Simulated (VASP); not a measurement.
# BaF2 (Fm-3m) in VASP: single point with PBE0

Aim: the single point of BaF2 with PBE0.

Everything below comes from runs of VASP 6.6.1. Logs are shortened: lines on timing, memory, paths and dates and some standing lists are left out, and cuts for length are marked.

## (1) The cell of the first run

The structure is cubic, space group Fm-3m (No. 225). The conventional cell has a = 6.194 Å, b = 6.194 Å, c = 6.194 Å, α = 90.00°, β = 90.00°, γ = 90.00°. Ba (site symmetry m-3m) has 8 F at 2.68 Å within 3.5 Å. F (site symmetry -43m) has 4 Ba at 2.68 Å and 6 F at 3.10 Å within 3.5 Å.

## (2) Single point, PBE0

Input file POSCAR:

```
BaF2
1.0
    0.0000000000      3.0971637718      3.0971637718
    3.0971637718      0.0000000000      3.0971637718
    3.0971637718      3.0971637718      0.0000000000
Ba F
1 2
Direct
    0.0000000000      0.0000000000      0.0000000000
    0.2500000000      0.2500000000      0.2500000000
    0.7500000000      0.7500000000      0.7500000000
```

Input file INCAR.step1:

```
PREC = Accurate
ENCUT = 520
EDIFF = 1E-5
ISMEAR = 0
SIGMA = 0.01
LREAL = False
LASPH = True
NELM = 120
ALGO = Normal
ISIF = 2
LWAVE = True
GGA = PE
NBANDS = 19
GGA_COMPAT = False
KPAR = 4
```

Input file INCAR.step2:

```
PREC = Accurate
ENCUT = 520
EDIFF = 1E-6
ISMEAR = 0
SIGMA = 0.01
LREAL = False
LASPH = True
NELM = 120
ALGO = Normal
ISIF = 2
LWAVE = False
LCHARG = True
GGA = PE
LHFCALC = True
AEXX = 0.25
PRECFOCK = Normal
LVHAR = True
ISTART = 1
NBANDS = 19
GGA_COMPAT = False
KPAR = 4
```

Input file KPOINTS:

```
Automatic mesh
0
Gamma
  6 6 6
```

Potentials or basis: VASP PAW PBE potentials, release 64 (Ba_sv, F).

Run with:

```
> cat potpaw_PBE.64/Ba_sv/POTCAR potpaw_PBE.64/F/POTCAR > POTCAR
> cp INCAR.step1 INCAR
> mpirun -np 4 vasp_std > vasp.out
> cp INCAR.step2 INCAR
> mpirun -np 4 vasp_std > vasp.out
```

OUTCAR:

```text
PREC = Accurate
   ENCUT = 520
   EDIFF = 1E-6
   ISMEAR = 0
   LREAL = False
   LASPH = True
   NELM = 120
   ISIF = 2
   GGA = PE
   LHFCALC = True
   AEXX = 0.25
   PRECFOCK = Normal
   ISTART = 1

 ion  position               nearest neighbor table
   1  0.000  0.000  0.000-   3 2.68   3 2.68   3 2.68   2 2.68   3 2.68   2 2.68   2 2.68   2 2.68

   2  0.250  0.250  0.250-   1 2.68   1 2.68   1 2.68   1 2.68
   3  0.750  0.750  0.750-   1 2.68   1 2.68   1 2.68   1 2.68

  LATTYP: Found a face centered cubic cell.
 ALAT       =     6.1943275436

  Lattice vectors:

 A1 = (   0.0000000000,   3.0971637718,   3.0971637718)
 A2 = (   3.0971637718,   0.0000000000,   3.0971637718)
 A3 = (   3.0971637718,   3.0971637718,   0.0000000000)

Analysis of symmetry for initial positions (statically):
=====================================================================
 Subroutine PRICEL returns:
 Original cell was already a primitive cell.

 Routine SETGRP: Setting up the symmetry group for a
 face centered cubic supercell.

 Subroutine GETGRP returns: Found 48 space group operations
 (whereof 48 operations were pure point group operations)
 out of a pool of 48 trial point group operations.

The static configuration has the point symmetry O_h .

Analysis of symmetry for dynamics (positions and initial velocities):
=====================================================================
 Subroutine PRICEL returns:
 Original cell was already a primitive cell.

 Routine SETGRP: Setting up the symmetry group for a
 face centered cubic supercell.

 Subroutine GETGRP returns: Found 48 space group operations
 (whereof 48 operations were pure point group operations)
 out of a pool of 48 trial point group operations.

The dynamic configuration has the point symmetry O_h .

 Subroutine INISYM returns: Found 48 space group operations
 (whereof 48 operations are pure point group operations),
 and found     1 'primitive' translations

----------------------------------------------------------------------------------------

                                     Primitive cell

  volume of cell :      59.4186

  direct lattice vectors                    reciprocal lattice vectors
     0.000000000  3.097163772  3.097163772    -0.161438024  0.161438024  0.161438024
     3.097163772  0.000000000  3.097163772     0.161438024 -0.161438024  0.161438024
     3.097163772  3.097163772  0.000000000     0.161438024  0.161438024 -0.161438024

  length of vectors
     4.380051011  4.380051011  4.380051011     0.279618860  0.279618860  0.279618860

  position of ions in fractional coordinates (direct lattice)
     0.000000000  0.000000000  0.000000000
     0.250000000  0.250000000  0.250000000
     0.750000000  0.750000000  0.750000000

  ion indices of the primitive-cell ions
   primitive index   ion index
                 1           1
                 2           2
                 3           3

----------------------------------------------------------------------------------------

 KPOINTS: Automatic mesh

Automatic generation of k-mesh.
 Grid dimensions read from file:
 generate k-points for:    6    6    6

 Generating k-lattice:

  Cartesian coordinates                     Fractional coordinates (reciprocal lattice)
    -0.026906337  0.026906337  0.026906337     0.166666667  0.000000000  0.000000000
     0.026906337 -0.026906337  0.026906337     0.000000000  0.166666667  0.000000000
     0.026906337  0.026906337 -0.026906337     0.000000000  0.000000000  0.166666667

  Length of vectors
     0.046603143  0.046603143  0.046603143

  Shift w.r.t. Gamma in fractional coordinates (k-lattice)
     0.000000000  0.000000000  0.000000000

 Subroutine IBZKPT returns following result:
 ===========================================

 Found     16 irreducible k-points:

 Following reciprocal coordinates:
            Coordinates               Weight
  0.000000  0.000000  0.000000      1.000000
  0.166667  0.000000  0.000000      8.000000
  0.333333  0.000000  0.000000      8.000000
  0.500000  0.000000  0.000000      4.000000
  0.166667  0.166667  0.000000      6.000000
  0.333333  0.166667  0.000000     24.000000
[... 8 lines left out ...]
 -0.333333  0.333333  0.166667     24.000000
 -0.333333  0.500000  0.166667     12.000000
   k-points           NKPTS =     16   k-points in BZ     NKDIM =    216   number of bands    NBANDS=     19
   number of dos      NEDOS =    301   number of ions     NIONS =      3
   total plane-waves  NPLWV =  46656
   dimension x,y,z NGX =    36 NGY =   36 NGZ =   36
   dimension x,y,z NGXF=    72 NGYF=   72 NGZF=   72
   ions per type =               1   2
   NGX,Y,Z   is equivalent  to a cutoff of  13.66, 13.66, 13.66 a.u.
   NGXF,Y,Z  is equivalent  to a cutoff of  27.33, 27.33, 27.33 a.u.
 SYSTEM =  unknown system
   PREC   = accura    normal or accurate (medium, high low for compatibility)
   ISTART =      1    job   : 0-new  1-cont  2-samecut
   ICHARG =      0    charge: 1-file 2-atom 10-const
   ISPIN  =      1    spin polarized calculation?
   LNONCOLLINEAR =      F non collinear calculations
   LSORBIT =      F    spin-orbit coupling
   LASPH  =      T    aspherical Exc in radial PAW
   ENCUT  =  520.0 eV  38.22 Ry    6.18 a.u.   8.14  8.14  8.14*2*pi/ulx,y,z
   NELM   =    120;   NELMIN=  2; NELMDL=  0     # of ELM steps
   EDIFF  = 0.1E-05   stopping-criterion for ELM
   LREAL  =      F    real-space projection
   EDIFFG = 0.1E-04   stopping-criterion for IOM
   NSW    =      0    number of steps for IOM
   IBRION =     -1    ionic relax: 0-MD 1-quasi-New 2-CG
   NFREE  =      0    steps in history (QN), initial steepest desc. (CG)
   ISIF   =      2    stress and relaxation
   ISYM   =      3    0-nonsym 1-usesym 2-fastsym
   POTIM  = 0.5000    time-step for ionic-motion
   TEBEG  =    0.0;   TEEND  =   0.0 temperature during run
   PSTRESS=    0.0 pullay stress
   NELECT =      24.0000    total number of electrons
   NUPDOWN=      -1.0000    fix difference up-down
   EMIN   =  10.00;   EMAX   =-10.00  energy-range for DOS
   EFERMI =   0.00;   METHOD = LEGACY
   ISMEAR =     0;   SIGMA  =   0.01  broadening in eV -4-tet -1-fermi 0-gaus
   EFERMI_NEDOS =   21; number of points for ismear=-14 and -15
   IALGO  =     38    algorithm
   IMIX   =      1    mixing-type and parameters
     AMIX     =   0.40;   BMIX     =  1.00
     AMIX_MAG =   1.60;   BMIX_MAG =  1.00
  volume/ion in A,a.u.               =      19.81       133.66
  Fermi-wavevector in a.u.,A,eV,Ry     =   1.210146  2.286844 19.925095  1.464453
  Thomas-Fermi vector in A             =   2.345702
   LORBIT       =      0    0 simple, 1 ext, 2 COOP (PROOUT), +10 PAW based schemes
   GGA     = PE    functional components
   LHFCALC =     T    Hartree Fock is set to
   PRECFOCK=normal    Normal, Fast or Accurate (Low or Medium for compatibility)
   ENCUT4O =  -1.0   cutoff for four orbital integrals eV
   NKREDX  =     1    reduce k-point grid by
   NKREDY  =     1    reduce k-point grid by
   NKREDZ  =     1    reduce k-point grid by
   AEXX    =    0.2500 exact exchange contribution
   HFSCREEN=    0.0000 screening length (either q_TF or 0.3 A-1)
   HFSCREENC=   0.0000 screening length for correlation (either q_TF or 0.3 A-1)
   ENCUTFOCK=  -1.0 apply spherical cutoff to Coloumb kernel
   IVDW    =     0    specifies the selected vdW correction
   LEPSILON=     F    determine dielectric tensor
   LRPA    =     F    only Hartree local field effects (RPA)
 non-spin polarized calculation
 Gauss-broadening in eV      SIGMA  =   0.01
  energy-cutoff  :      520.00
  volume of cell :       59.42
 maximum number of plane-waves:      1639
 NGX is ok and might be reduce to    36
  NGX = 28; NGY = 28; NGZ = 28

 number of electron      24.0000001 magnetization

 Free energy of the ion-electron system (eV)
  ---------------------------------------------------
  ext. energy  EPLUGINS =         0.00000000
  ---------------------------------------------------
  free energy    TOTEN  =       -21.10554327 eV

  energy without entropy =      -21.10554327  energy(sigma->0) =      -21.10554327

 E-fermi :  -3.9769     XC(G=0):  -6.8131

 val. band max:       -4.0428308335   @ k =  -0.1667   0.1667   0.0000
 cond. band min:       5.4457696043   @ k =   0.0000   0.0000   0.0000
 fundamental gap:      9.4886004378
 Fermi energy:        -3.9769106035

 k-point     1 :       0.0000    0.0000    0.0000
  band No.  band energies     occupation
      1     -28.0892      2.00000
      2     -24.5674      2.00000
      3     -24.4057      2.00000
      4     -11.7660      2.00000
      5     -11.7660      2.00000
      6     -11.7660      2.00000
[... 11 lines left out ...]
     18      10.4539      0.00000
     19      14.3043      0.00000

 k-point     2 :       0.1667    0.0000    0.0000
  band No.  band energies     occupation
      1     -28.0211      2.00000
      2     -24.5951      2.00000
      3     -24.4845      2.00000
      4     -11.8238      2.00000
      5     -11.8169      2.00000
      6     -11.8169      2.00000
[... 11 lines left out ...]
     18      10.4769      0.00000
     19      13.2377      0.00000

 k-point     3 :       0.3333    0.0000    0.0000
  band No.  band energies     occupation
      1     -27.8733      2.00000
      2     -24.7180      2.00000
      3     -24.5893      2.00000
      4     -11.9202      2.00000
      5     -11.9139      2.00000
      6     -11.9139      2.00000
[... 11 lines left out ...]
     18      10.5613      0.00000
     19      12.4160      0.00000

 k-point     4 :       0.5000    0.0000    0.0000
  band No.  band energies     occupation
      1     -27.7922      2.00000
      2     -24.8128      2.00000
      3     -24.6147      2.00000
      4     -11.9604      2.00000
      5     -11.9602      2.00000
      6     -11.9602      2.00000
[... 11 lines left out ...]
     18      10.6310      0.00000
     19      12.9798      0.00000

 k-point     5 :       0.1667    0.1667    0.0000
  band No.  band energies     occupation
      1     -27.9980      2.00000
      2     -24.5996      2.00000
      3     -24.5162      2.00000
      4     -11.8934      2.00000
      5     -11.8934      2.00000
      6     -11.7226      2.00000
[... 11 lines left out ...]
     18      10.5597      0.00000
     19      14.3745      0.00000

 k-point     6 :       0.3333    0.1667    0.0000
  band No.  band energies     occupation
      1     -27.8746      2.00000
      2     -24.6768      2.00000
      3     -24.6282      2.00000
      4     -12.0011      2.00000
      5     -12.0008      2.00000
      6     -11.7505      2.00000
[... 11 lines left out ...]
     18      10.7111      0.00000
     19      13.0310      0.00000

 k-point     7 :       0.5000    0.1667    0.0000
  band No.  band energies     occupation
      1     -27.7663      2.00000
      2     -24.7989      2.00000
      3     -24.6675      2.00000
      4     -12.0369      2.00000
      5     -12.0336      2.00000
      6     -11.8642      2.00000
[... 11 lines left out ...]
     18      10.9975      0.00000
     19      12.8934      0.00000

 k-point     8 :      -0.3333    0.1667    0.0000
  band No.  band energies     occupation
      1     -27.7941      2.00000
      2     -24.7624      2.00000
      3     -24.6634      2.00000
      4     -11.9766      2.00000
      5     -11.9628      2.00000
      6     -11.9525      2.00000
[... 80 lines left out ...]
 k-point    12 :      -0.3333    0.3333    0.0000
  band No.  band energies     occupation
      1     -27.7109      2.00000
      2     -24.7989      2.00000
      3     -24.7488      2.00000
      4     -12.1056      2.00000
      5     -12.0930      2.00000
      6     -11.8311      2.00000
[... 11 lines left out ...]
     18      12.2932      0.00000
     19      13.6530      0.00000

 k-point    13 :       0.5000    0.5000    0.0000
  band No.  band energies     occupation
      1     -27.6825      2.00000
      2     -24.8896      2.00000
      3     -24.6959      2.00000
      4     -12.2388      2.00000
      5     -12.2388      2.00000
      6     -11.5733      2.00000
[... 11 lines left out ...]
     18      11.8280      0.00000
     19      13.9623      0.00000

 k-point    14 :       0.5000    0.3333    0.1667
  band No.  band energies     occupation
      1     -27.7678      2.00000
      2     -24.7545      2.00000
      3     -24.7099      2.00000
      4     -12.1271      2.00000
      5     -12.0255      2.00000
      6     -11.7856      2.00000
[... 11 lines left out ...]
     18      11.4478      0.00000
     19      13.4321      0.00000

 k-point    15 :      -0.3333    0.3333    0.1667
  band No.  band energies     occupation
      1     -27.7109      2.00000
      2     -24.7991      2.00000
      3     -24.7486      2.00000
      4     -12.1876      2.00000
      5     -11.9213      2.00000
      6     -11.9209      2.00000
[... 11 lines left out ...]
     18      12.3297      0.00000
     19      13.0971      0.00000

 k-point    16 :      -0.3333    0.5000    0.1667
  band No.  band energies     occupation
      1     -27.6824      2.00000
      2     -24.8425      2.00000
      3     -24.7459      2.00000
      4     -12.2538      2.00000
      5     -12.0735      2.00000
      6     -11.7408      2.00000
[... 11 lines left out ...]
     18      13.4729      0.00000
     19      13.8013      0.00000

------------------------ aborting loop because EDIFF is reached ----------------------------------------

  FORCE on cell =-STRESS in cart. coord.  units (eV):
  Direction    XX          YY          ZZ          XY          YZ          ZX
  --------------------------------------------------------------------------------------
  -------------------------------------------------------------------------------------
  Total        0.4801446      0.4801446      0.4801446     -0.0000000      0.0000000      0.0000000
  in kB       12.9467322     12.9467322     12.9467322     -0.0000000      0.0000000      0.0000000
  external PRESSURE =      12.9467322 kB  Pullay stress =       0.0000000 kB

 VOLUME and BASIS-vectors are now :
 -----------------------------------------------------------------------------
  energy-cutoff  :      520.00
  volume of cell :       59.42
      direct lattice vectors                 reciprocal lattice vectors
     0.000000000  3.097163772  3.097163772    -0.161438024  0.161438024  0.161438024
     3.097163772  0.000000000  3.097163772     0.161438024 -0.161438024  0.161438024
     3.097163772  3.097163772  0.000000000     0.161438024  0.161438024 -0.161438024

 POSITION                                       TOTAL-FORCE (eV/Angst)
 -----------------------------------------------------------------------------------
      0.00000      0.00000      0.00000         0.000000      0.000000      0.000000
      1.54858      1.54858      1.54858         0.000000      0.000000      0.000000
      4.64575      4.64575      4.64575        -0.000000     -0.000000     -0.000000
 -----------------------------------------------------------------------------------
    total drift:                                0.000001      0.000001      0.000001

  FREE ENERGIE OF THE ION-ELECTRON SYSTEM (eV)
  ---------------------------------------------------
  free  energy   TOTEN  =       -21.1055432736 eV

  energy  without entropy=      -21.1055432736  energy(sigma->0) =      -21.10554327
```

Run time: 24 min. Hardware: 4 MPI ranks of AMD EPYC 7R43 (Zen 3), shared host; peak memory 0.2 GiB.

Results:

```yaml
Free_energy: -21.1055 eV
Pressure: 1.3 GPa
Band_gap_on_the_k_mesh: 9.49 eV (least direct gap 9.56 eV)
```

Caveat: the PAW data sets were made with another functional, which shifts forces and pressure a little; spin-orbit coupling is left out, which moves the levels of the heavy elements. A k mesh can miss the band edges.
